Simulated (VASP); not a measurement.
**Al2O5: relaxation of cell and atoms with PBE**

The system is Al2O5.

```xyz
14
Lattice="3.7528 0.0000 0.0000 0.0000 11.4348 0.0000 0.0000 0.0000 3.7260" Properties=species:S:1:pos:R:3 pbc="T T T"
Al    1.8764    4.0317    3.0754
Al    1.8764    7.4031    3.0754
Al    0.0000    9.7491    0.6506
Al    0.0000    1.6857    0.6506
O     1.8764    3.6693    1.2021
O     1.8764    7.7655    1.2021
O     1.8764    5.7174    2.9270
O     0.0000    3.4512    3.0994
O     0.0000    7.9836    3.0994
O     0.0000    9.3867    2.5239
O     0.0000    2.0481    2.5239
O     0.0000    0.0000    0.7990
O     1.8764    9.1686    0.6266
O     1.8764    2.2662    0.6266
```

```
Program                : VASP 6.6.1
Task                   : relaxation of cell and atoms
Functional             : PBE
Potentials or basis    : VASP PAW PBE potentials, release 64 (Al, O)
Cutoff                 : 600 eV
k mesh                 : 6 × 2 × 6
Occupations            : gaussian, width 0.02 eV
Spin                   : no spin polarisation
Dipole correction      : no
Further INCAR settings : ALGO = Normal; EDIFF = 1e-06; IBRION = 2; EDIFFG = -0.01; NSW = 100; ISIF = 3
```

```json
{
  "Relaxed volume": "11.40 Å³/atom",
  "Relaxed cell": "a = 3.749 Å, b = 11.439 Å, c = 3.720 Å, α = 90.00°, β = 90.00°, γ = 90.00°",
  "Space group after relaxing (to 0.1 Å)": "Pmmn (No. 59)",
  "Energy gained by relaxing": "0.2 meV/atom",
  "Ionic steps": "7",
  "Pressure after relaxing": "0.0 GPa",
  "Largest force after relaxing": "0.009 eV/Å",
  "Band gap on the k mesh": "2.76 eV"
}
```

Forces in eV/Å, atoms in the order of the input:
```
Al   0.000  0.005 -0.008
Al   0.000 -0.005 -0.008
Al   0.000  0.005  0.008
Al   0.000 -0.005  0.008
O    0.000  0.006  0.002
O    0.000 -0.006  0.002
O    0.000  0.000 -0.004
O    0.000 -0.004  0.005
O    0.000  0.004  0.005
O    0.000  0.006 -0.002
O    0.000 -0.006 -0.002
O    0.000  0.000  0.004
O    0.000 -0.004 -0.005
O    0.000  0.004 -0.005
```

Step by step:
```tsv
step	energy change (eV)	largest force (eV/Å)	pressure (GPa)	volume (Å³)
1	0.0000	0.1540	-0.05	159.89
2	0.0010	0.1729	-0.55	159.81
3	-0.0026	0.0275	-0.29	159.85
4	-0.0029	0.0344	0.13	159.42
5	-0.0030	0.0163	0.00	159.56
6	-0.0030	0.0104	0.02	159.53
7	-0.0030	0.0092	0.02	159.53
```

Final structure:
```yaml
crystal:
  lattice:
    - [3.74888, 0.00000, 0.00000]
    - [0.00000, 11.43892, 0.00000]
    - [0.00000, 0.00000, 3.72014]
  atoms:
    - { symbol: Al, position: [0.50000, 0.35260, 0.82530] }
    - { symbol: Al, position: [0.50000, 0.64740, 0.82530] }
    - { symbol: Al, position: [0.00000, 0.85260, 0.17470] }
    - { symbol: Al, position: [0.00000, 0.14740, 0.17470] }
    - { symbol: O, position: [0.50000, 0.32125, 0.32267] }
    - { symbol: O, position: [0.50000, 0.67875, 0.32267] }
    - { symbol: O, position: [0.50000, 0.50000, 0.78554] }
    - { symbol: O, position: [0.00000, 0.30209, 0.83248] }
    - { symbol: O, position: [0.00000, 0.69791, 0.83248] }
    - { symbol: O, position: [0.00000, 0.82125, 0.67733] }
    - { symbol: O, position: [0.00000, 0.17875, 0.67733] }
    - { symbol: O, position: [0.00000, 0.00000, 0.21446] }
    - { symbol: O, position: [0.50000, 0.80209, 0.16752] }
    - { symbol: O, position: [0.50000, 0.19791, 0.16752] }
```

Levels at points of the mesh, in eV from the valence-band top:
```tsv
k point	band 32	band 33	band 34	band 35	band 36	band 37	band 38	band 39	band 40	band 41
(0.00, 0.00, 0.00)	-0.20	-0.20	-0.13	-0.09	0.00	2.76	3.59	3.63	3.64	5.48
(0.50, 0.00, 0.00)	-0.97	-0.53	-0.53	-0.01	-0.01	3.56	3.56	3.58	3.58	8.46
(0.00, 0.50, 0.00)	-0.20	-0.13	-0.13	-0.11	-0.11	3.14	3.14	3.64	3.64	5.80
(0.50, 0.50, 0.00)	-0.99	-0.50	-0.50	-0.01	-0.01	3.41	3.41	3.72	3.72	8.51
(0.00, 0.00, 0.50)	-0.90	-0.67	-0.47	-0.08	-0.05	3.44	3.45	3.58	3.74	8.33
(0.50, 0.00, 0.50)	-0.47	-0.32	-0.32	-0.17	-0.17	3.43	3.43	3.75	3.75	9.64
(0.00, 0.50, 0.50)	-0.97	-0.54	-0.54	-0.06	-0.06	3.37	3.37	3.73	3.73	8.42
(0.50, 0.50, 0.50)	-0.58	-0.33	-0.33	-0.21	-0.21	3.58	3.58	3.62	3.62	9.65
```

Wall time 2.8 min on 4 MPI ranks on Intel(R) Xeon(R) Platinum 8488C (Sapphire Rapids), with other jobs on the host, peak memory 0.41 GiB a rank.

A k mesh can miss the band edges.
